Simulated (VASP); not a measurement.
The system is HfN.

```xyz
2
Lattice="3.4332 0.0000 0.0000 -1.7166 2.9732 0.0000 0.0000 0.0000 3.9698" Properties=species:S:1:pos:R:3 pbc="T T T"
Hf    0.0000    0.0000    1.9849
N     0.0000    0.0000    0.0000
```

Base run:

* Program: VASP 6.6.1
* Functional: PBE
* Potentials or basis: VASP PAW PBE potentials, release 64 (Hf_pv, N)
* Cutoff: 520 eV
* k mesh: 9 × 9 × 7
* Occupations: fermi-dirac, width 0.05 eV
* Spin: no spin polarisation

Its results: band gap on the k mesh zero (an odd number of electrons rules out a gap without spin polarisation); pressure 0.5 GPa.

Problem. The run is repeated on the same cell with these changes: functional from PBE to HF; k mesh from 9 × 9 × 7 to 5 × 5 × 4. What comes out?

Solution. Band gap on the k mesh zero (an odd number of electrons rules out a gap without spin polarisation); pressure -0.6 GPa.

Several settings changed at once.

Caveats: some runs use coarse meshes; spin-orbit coupling is left out, which moves the levels of the heavy elements; the PAW data sets were made with another functional, which shifts forces and pressure a little (at least some runs).
